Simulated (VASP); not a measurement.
# CoSi (P2_13) in VASP: a series of runs

Runs on CoSi. Level: PBE. Tasks: single point.

All numbers are computed with VASP 6.6.1; they aren't measurements. Logs are shortened: lines on timing, memory, paths and dates and some standing lists are left out, and cuts for length are marked.

### 1 The cell of the first run

It takes space group P2_13 (No. 198, cubic). The conventional cell has a = 4.371 Å, b = 4.371 Å, c = 4.371 Å, α = 90.00°, β = 90.00°, γ = 90.00°. Within 3.0 Å of Co (site symmetry 3) lie 7 Si at 2.29 to 2.39 Å and 6 Co at 2.69 Å. Si (site symmetry 3) has 7 Co at 2.29 to 2.39 Å and 6 Si at 2.70 Å within 3.0 Å.

### 2 Single point, PBE (10.44 Å³/atom)

File INCAR:

```
PREC = Accurate ; ENCUT = 520
EDIFF = 1E-6 ; ISMEAR = 0
SIGMA = 0.05 ; LREAL = False
LASPH = True ; NELM = 100
ALGO = Normal ; ISIF = 2
LWAVE = False ; LCHARG = True
GGA = PE ; LELF = True
LVHAR = True ; NBANDS = 36
```

File KPOINTS:

```
Automatic mesh
0
Gamma
  8 8 8
```

File POSCAR:

```
CoSi
1.0
    4.3709107862      0.0000000000      0.0000000000
    0.0000000000      4.3709107862      0.0000000000
    0.0000000000      0.0000000000      4.3709107862
Co Si
4 4
Direct
    0.1463860226      0.1463860226      0.1463860226
    0.3536139774      0.8536139774      0.6463860226
    0.6463860226      0.3536139774      0.8536139774
    0.8536139774      0.6463860226      0.3536139774
    0.8436851605      0.8436851605      0.8436851605
    0.6563148395      0.1563148395      0.3436851605
    0.3436851605      0.6563148395      0.1563148395
    0.1563148395      0.3436851605      0.6563148395
```

Potentials or basis: VASP PAW PBE potentials, release 64 (Co, Si).

Run with:

```console
$ cat potpaw_PBE.64/Co/POTCAR potpaw_PBE.64/Si/POTCAR > POTCAR
$ mpirun -np 1 vasp_std > vasp.out
```

OUTCAR:

```text
PREC = Accurate
   ENCUT = 520
   EDIFF = 1E-6
   ISMEAR = 0
   LREAL = False
   LASPH = True
   NELM = 100
   ISIF = 2
   GGA = PE

 ion  position               nearest neighbor table
   1  0.146  0.146  0.146-   5 2.29   6 2.31   7 2.31   8 2.31   7 2.39   8 2.39   6 2.39   3 2.69
                             4 2.69   2 2.69   2 2.69   4 2.69   3 2.69
   2  0.354  0.854  0.646-   6 2.29   5 2.31   7 2.31   8 2.31   7 2.39   8 2.39   5 2.39   1 2.69
                             1 2.69   3 2.69   3 2.69   4 2.69   4 2.69
   3  0.646  0.354  0.854-   7 2.29   6 2.31   5 2.31   8 2.31   8 2.39   6 2.39   5 2.39   1 2.69
                             4 2.69   2 2.69   2 2.69   4 2.69   1 2.69
   4  0.854  0.646  0.354-   8 2.29   6 2.31   7 2.31   5 2.31   6 2.39   5 2.39   7 2.39   1 2.69
                             3 2.69   2 2.69   1 2.69   2 2.69   3 2.69
   5  0.844  0.844  0.844-   1 2.29   2 2.31   3 2.31   4 2.31   3 2.39   4 2.39   2 2.39   6 2.70
                             8 2.70   6 2.70   8 2.70   7 2.70   7 2.70
   6  0.656  0.156  0.344-   2 2.29   1 2.31   3 2.31   4 2.31   3 2.39   4 2.39   1 2.39   5 2.70
                             5 2.70   7 2.70   7 2.70   8 2.70   8 2.70
   7  0.344  0.656  0.156-   3 2.29   2 2.31   1 2.31   4 2.31   4 2.39   2 2.39   1 2.39   6 2.70
                             8 2.70   8 2.70   6 2.70   5 2.70   5 2.70
   8  0.156  0.344  0.656-   4 2.29   2 2.31   3 2.31   1 2.31   2 2.39   1 2.39   3 2.39   5 2.70
                             7 2.70   5 2.70   7 2.70   6 2.70   6 2.70

  LATTYP: Found a simple cubic cell.
 ALAT       =     4.3709107862

  Lattice vectors:

 A1 = (   4.3709107862,   0.0000000000,   0.0000000000)
 A2 = (   0.0000000000,   4.3709107862,   0.0000000000)
 A3 = (   0.0000000000,   0.0000000000,   4.3709107862)

Analysis of symmetry for initial positions (statically):
=====================================================================
 Subroutine PRICEL returns:
 Original cell was already a primitive cell.

 Routine SETGRP: Setting up the symmetry group for a
 simple cubic supercell.

 Subroutine GETGRP returns: Found 12 space group operations
 (whereof  3 operations were pure point group operations)
 out of a pool of 48 trial point group operations.

The static configuration has the point symmetry C_3 .
 The point group associated with its full space group is T   .

Analysis of symmetry for dynamics (positions and initial velocities):
=====================================================================
 Subroutine PRICEL returns:
 Original cell was already a primitive cell.

 Routine SETGRP: Setting up the symmetry group for a
 simple cubic supercell.

 Subroutine GETGRP returns: Found 12 space group operations
 (whereof  3 operations were pure point group operations)
 out of a pool of 48 trial point group operations.

The dynamic configuration has the point symmetry C_3 .
 The point group associated with its full space group is T   .

 Subroutine INISYM returns: Found 12 space group operations
 (whereof  3 operations are pure point group operations),
 and found     1 'primitive' translations

----------------------------------------------------------------------------------------

                                     Primitive cell

  volume of cell :      83.5056

  direct lattice vectors                    reciprocal lattice vectors
     4.370910786  0.000000000  0.000000000     0.228785269  0.000000000  0.000000000
     0.000000000  4.370910786  0.000000000     0.000000000  0.228785269  0.000000000
     0.000000000  0.000000000  4.370910786     0.000000000  0.000000000  0.228785269

  length of vectors
     4.370910786  4.370910786  4.370910786     0.228785269  0.228785269  0.228785269

  position of ions in fractional coordinates (direct lattice)
     0.146386023  0.146386023  0.146386023
     0.353613977  0.853613977  0.646386023
     0.646386023  0.353613977  0.853613977
     0.853613977  0.646386023  0.353613977
     0.843685161  0.843685161  0.843685161
     0.656314839  0.156314839  0.343685161
     0.343685161  0.656314839  0.156314839
     0.156314839  0.343685161  0.656314839

  ion indices of the primitive-cell ions
   primitive index   ion index
                 1           1
                 2           2
                 3           3
                 4           4
                 5           5
                 6           6
                 7           7
                 8           8

----------------------------------------------------------------------------------------

 KPOINTS: Automatic mesh

Automatic generation of k-mesh.
 Grid dimensions read from file:
 generate k-points for:    8    8    8

 Generating k-lattice:

  Cartesian coordinates                     Fractional coordinates (reciprocal lattice)
     0.028598159  0.000000000  0.000000000     0.125000000  0.000000000  0.000000000
     0.000000000  0.028598159  0.000000000     0.000000000  0.125000000  0.000000000
     0.000000000  0.000000000  0.028598159     0.000000000  0.000000000  0.125000000

  Length of vectors
     0.028598159  0.028598159  0.028598159

  Shift w.r.t. Gamma in fractional coordinates (k-lattice)
     0.000000000  0.000000000  0.000000000

 Subroutine IBZKPT returns following result:
 ===========================================

 Found     45 irreducible k-points:

 Following reciprocal coordinates:
            Coordinates               Weight
  0.000000  0.000000  0.000000      1.000000
  0.125000  0.000000  0.000000      6.000000
  0.250000  0.000000  0.000000      6.000000
  0.375000  0.000000  0.000000      6.000000
  0.500000  0.000000  0.000000      3.000000
  0.125000  0.125000  0.000000     12.000000
[... 16 lines left out ...]
  0.250000  0.125000  0.125000     24.000000
  0.375000  0.125000  0.125000     24.000000
 [... further k-points ...]
   k-points           NKPTS =     45   k-points in BZ     NKDIM =     45   number of bands    NBANDS=     36
   number of dos      NEDOS =    301   number of ions     NIONS =      8
   total plane-waves  NPLWV =  46656
   dimension x,y,z NGX =    36 NGY =   36 NGZ =   36
   dimension x,y,z NGXF=    72 NGYF=   72 NGZF=   72
   ions per type =               4   4
   NGX,Y,Z   is equivalent  to a cutoff of  13.69, 13.69, 13.69 a.u.
   NGXF,Y,Z  is equivalent  to a cutoff of  27.38, 27.38, 27.38 a.u.
 SYSTEM =  unknown system
   PREC   = accura    normal or accurate (medium, high low for compatibility)
   ISTART =      0    job   : 0-new  1-cont  2-samecut
   ICHARG =      2    charge: 1-file 2-atom 10-const
   ISPIN  =      1    spin polarized calculation?
   LNONCOLLINEAR =      F non collinear calculations
   LSORBIT =      F    spin-orbit coupling
   LASPH  =      T    aspherical Exc in radial PAW
   ENCUT  =  520.0 eV  38.22 Ry    6.18 a.u.   8.13  8.13  8.13*2*pi/ulx,y,z
   NELM   =    100;   NELMIN=  2; NELMDL= -5     # of ELM steps
   EDIFF  = 0.1E-05   stopping-criterion for ELM
   LREAL  =      F    real-space projection
   EDIFFG = 0.1E-04   stopping-criterion for IOM
   NSW    =      0    number of steps for IOM
   IBRION =     -1    ionic relax: 0-MD 1-quasi-New 2-CG
   NFREE  =      0    steps in history (QN), initial steepest desc. (CG)
   ISIF   =      2    stress and relaxation
   ISYM   =      2    0-nonsym 1-usesym 2-fastsym
   POTIM  = 0.5000    time-step for ionic-motion
   TEBEG  =    0.0;   TEEND  =   0.0 temperature during run
   PSTRESS=    0.0 pullay stress
   NELECT =      52.0000    total number of electrons
   NUPDOWN=      -1.0000    fix difference up-down
   EMIN   =  10.00;   EMAX   =-10.00  energy-range for DOS
   EFERMI =   0.00;   METHOD = LEGACY
   ISMEAR =     0;   SIGMA  =   0.05  broadening in eV -4-tet -1-fermi 0-gaus
   EFERMI_NEDOS =   21; number of points for ismear=-14 and -15
   IALGO  =     38    algorithm
   IMIX   =      4    mixing-type and parameters
     AMIX     =   0.40;   BMIX     =  1.00
     AMIX_MAG =   1.60;   BMIX_MAG =  1.00
  volume/ion in A,a.u.               =      10.44        70.44
  Fermi-wavevector in a.u.,A,eV,Ry     =   1.397990  2.641818 26.590893  1.954375
  Thomas-Fermi vector in A             =   2.521192
   LORBIT       =      0    0 simple, 1 ext, 2 COOP (PROOUT), +10 PAW based schemes
   GGA     = PE    functional components
   LHFCALC =     F    Hartree Fock is set to
   AEXX    =    0.0000 exact exchange contribution
   IVDW    =     0    specifies the selected vdW correction
   LEPSILON=     F    determine dielectric tensor
   LRPA    =     F    only Hartree local field effects (RPA)
 non-spin polarized calculation
 Gauss-broadening in eV      SIGMA  =   0.05
  energy-cutoff  :      520.00
  volume of cell :       83.51
 maximum number of plane-waves:      2301
 NGX is ok and might be reduce to    36
   NGX = 17   NGY = 17   NGZ = 17

 number of electron      51.9999982 magnetization

 Free energy of the ion-electron system (eV)
  ---------------------------------------------------
  ext. energy  EPLUGINS =         0.00000000
  ---------------------------------------------------
  free energy    TOTEN  =       -54.64870894 eV

  energy without entropy =      -54.64663922  energy(sigma->0) =      -54.64767408

 E-fermi :  12.7388     XC(G=0): -13.0755

 val. band max:       12.7228628657   @ k =   0.1250   0.1250   0.1250
 cond. band min:      12.7393564758   @ k =   0.0000   0.0000   0.0000
 fundamental gap:      0.0164936102
 Fermi energy:        12.7387733681

 k-point     1 :       0.0000    0.0000    0.0000
  band No.  band energies     occupation
      1      -1.2731      2.00000
      2       4.3663      2.00000
      3       4.3663      2.00000
      4       4.3663      2.00000
      5       7.0713      2.00000
      6       7.0713      2.00000
[... 28 lines left out ...]
     35      16.4706      0.00000
     36      17.7246      0.00000
[... 866 lines left out ...]
      6       6.9264      2.00000
[... 28 lines left out ...]
     35      17.7373      0.00000
     36      18.6346      0.00000

 [... further k-points ...]

------------------------ aborting loop because EDIFF is reached ----------------------------------------

  FORCE on cell =-STRESS in cart. coord.  units (eV):
  Direction    XX          YY          ZZ          XY          YZ          ZX
  --------------------------------------------------------------------------------------
  -------------------------------------------------------------------------------------
  Total        5.0750891      5.0750891      5.0750891      0.0000000      0.0000000      0.0000000
  in kB       97.3729723     97.3729723     97.3729723      0.0000000      0.0000000      0.0000000
  external PRESSURE =      97.3729723 kB  Pullay stress =       0.0000000 kB

 VOLUME and BASIS-vectors are now :
 -----------------------------------------------------------------------------
  energy-cutoff  :      520.00
  volume of cell :       83.51
      direct lattice vectors                 reciprocal lattice vectors
     4.370910786  0.000000000  0.000000000     0.228785269  0.000000000  0.000000000
     0.000000000  4.370910786  0.000000000     0.000000000  0.228785269  0.000000000
     0.000000000  0.000000000  4.370910786     0.000000000  0.000000000  0.228785269

 POSITION                                       TOTAL-FORCE (eV/Angst)
 -----------------------------------------------------------------------------------
      0.63984      0.63984      0.63984        -0.000036     -0.000036     -0.000036
      1.54562      3.73107      2.82530         0.000036      0.000036     -0.000036
      2.82530      1.54562      3.73107        -0.000036      0.000036      0.000036
      3.73107      2.82530      1.54562         0.000036     -0.000036      0.000036
      3.68767      3.68767      3.68767         0.002480      0.002480      0.002480
      2.86869      0.68324      1.50222        -0.002480     -0.002480      0.002480
      1.50222      2.86869      0.68324         0.002480     -0.002480     -0.002480
      0.68324      1.50222      2.86869        -0.002480      0.002480     -0.002480
 -----------------------------------------------------------------------------------
    total drift:                                0.000000      0.000000      0.000000

  FREE ENERGIE OF THE ION-ELECTRON SYSTEM (eV)
  ---------------------------------------------------
  free  energy   TOTEN  =       -54.6487089417 eV

  energy  without entropy=      -54.6466392165  energy(sigma->0) =      -54.64767408
```

It took 3.7 min on 1 thread of Intel Xeon 8259CL, shared host; peak memory 0.27 GiB.

Results:

* Free energy: -54.6487 eV
* Pressure: 9.7 GPa
* Largest force: 0.004 eV/Å
* Band gap on the k mesh: zero (bands 26 and 27 overlap by 0.23 eV)

Forces in eV/Å, atoms in the order of the input:
```
Co   0.000  0.000  0.000
Co   0.000  0.000  0.000
Co   0.000  0.000  0.000
Co   0.000  0.000  0.000
Si   0.002  0.002  0.002
Si  -0.002 -0.002  0.002
Si   0.002 -0.002 -0.002
Si  -0.002  0.002 -0.002
```

Levels at points of the mesh, in eV from the Fermi level:
| k point | band 23 | band 24 | band 25 | band 26 | band 27 | band 28 | band 29 | band 30 |
| --- | --- | --- | --- | --- | --- | --- | --- | --- |
| (0.00, 0.00, 0.00) | -0.82 | -0.82 | 0.00 | 0.00 | 0.00 | 2.69 | 2.69 | 2.69 |
| (0.50, 0.00, 0.00) | -0.67 | -0.67 | -0.51 | -0.51 | 1.06 | 1.06 | 1.63 | 1.63 |
| (0.50, 0.50, 0.00) | -1.05 | -1.05 | -0.03 | -0.03 | 0.64 | 0.64 | 2.17 | 2.17 |
| (0.50, 0.50, 0.50) | -1.29 | -1.29 | -0.23 | -0.23 | -0.23 | -0.23 | 5.70 | 5.70 |

Caveat: the cell stands under pressure; the run has no spin polarisation, though such a crystal can be magnetic. Spin polarisation is off, so any magnetic state and its effect on volume and gap are missing.

(Continued in part 2 of 2.)

The gap in the log of VASP goes by the Fermi energy; the results here count the filled bands.